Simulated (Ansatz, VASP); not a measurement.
One calculation of AlN, two programs

```
Al N
1.0
     3.04749    0.00000    0.00000
    -1.52375    2.63921    0.00000
     0.00000    0.00000    4.87638
Al N
2 2
Direct
  0.33333 0.66667 0.00000
  0.66667 0.33333 0.50000
  0.33333 0.66667 0.38500
  0.66667 0.33333 0.88500
```

Change from the starting cell: volume scaled by 0.94.

Alike in both runs: task single point; functional PBE; k mesh 11 × 11 × 6; occupations fermi-dirac, width 0.02 eV; no spin polarisation.

|  | VASP | Ansatz |
| --- | --- | --- |
| version | VASP 6.6.1 | Ansatz 0.2.0 |
| potentials or method | VASP PAW PBE potentials, release 64 (Al, N), cutoff 520 eV | all-electron LAPW, scalar-relativistic |

```csv
,VASP,Ansatz,Ansatz less VASP
gap on the k mesh at the Fermi level (eV),4.72,4.72,-0.006
pressure (GPa),18.4,18.5,+0.10
"traceless stress, the component that is largest in VASP (GPa)",-2.41,-2.43,-0.020
rms of the force components (eV/Å),0.107,0.107,+0.0001
```

Atom by atom the forces differ by 0.000 eV/Å (rms over components). Ansatz ran all-electron here, and VASP with PAW potentials.
